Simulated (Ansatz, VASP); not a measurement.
## One calculation of InP, two programs

File POSCAR:

```
InP
1.0
    0.0000000000      3.0330675000      2.9305000000
    2.9305000000      0.0000000000      2.9305000000
    2.9305000000      3.0330675000      0.0000000000
In P
1 1
Direct
    0.0000000000      0.0000000000      0.0000000000
    0.7500000000      0.7500000000      0.7500000000
```

INCAR.step1

```
SYSTEM = InP
PREC = Accurate ; ENCUT = 520
ISMEAR = 0 ; SIGMA = 0.05
LREAL = .FALSE. ; LASPH = .TRUE.
NELM = 100 ; NBANDS = 16
GGA = PE ; ALGO = Normal
EDIFF = 1E-4 ; LWAVE = .TRUE.
LCHARG = .FALSE.
```

File INCAR.step2:

```
SYSTEM = InP
PREC = Accurate ; ENCUT = 520
EDIFF = 1E-7 ; ISMEAR = 0
SIGMA = 0.05 ; LREAL = .FALSE.
LASPH = .TRUE. ; NELM = 100
ALGO = Normal ; ISIF = 2
LWAVE = .FALSE. ; LCHARG = .FALSE.
METAGGA = R2SCAN ; LMIXTAU = .TRUE.
NBANDS = 16 ; ISTART = 1
```

The input KPOINTS:

```
Automatic mesh
0
G
  8 8 8
  0 0 0
```

Input for Ansatz:

```yaml
crystal:
  lattice:
    - [0.0, 3.0330675, 2.9305]
    - [2.9305, 0.0, 2.9305]
    - [2.9305, 3.0330675, 0.0]
  atoms:
    - { symbol: In, position: [0.0, 0.0, 0.0] }
    - { symbol: P, position: [0.75, 0.75, 0.75] }
basis:
  ecutwfc: 500
kpoints:
  mp_grid: { grid: [8, 8, 8] }
hamiltonian:
  xc: r2scan
scf:
  occupations: { method: gaussian, width: 0.05 }
output:
  forces: true
  stress: true
  eigenvalues: true
```

Change from the starting cell: strain +0.0350 x Voigt [0, 1, 0, 0, 0, 0], atoms carried along.

Alike in both runs: task single point; functional r2SCAN; k mesh 8 × 8 × 8; occupations gaussian, width 0.05 eV; no spin polarisation.

|  | VASP | Ansatz |
| --- | --- | --- |
| version | VASP 6.6.1 | Ansatz 0.2.0 |
| potentials or method | VASP PAW PBE potentials, release 64 (In_d, P), cutoff 520 eV | scalar-relativistic, plane waves, PAW |
| valence electrons in the cell | 18 | 18 |

```csv
,VASP,Ansatz,Ansatz less VASP
gap on the k mesh at the Fermi level (eV),0.90,0.90,-0.003
least direct gap on the mesh (eV),0.90,0.90,-0.003
pressure (GPa),-0.9,-0.8,+0.10
"traceless stress, the component that is largest in VASP (GPa)",-1.11,-1.10,+0.009
```

VASP's potentials were made for PBE, not for r2SCAN. With one functional, cell and mesh, what is left measures potentials, basis and numerics.
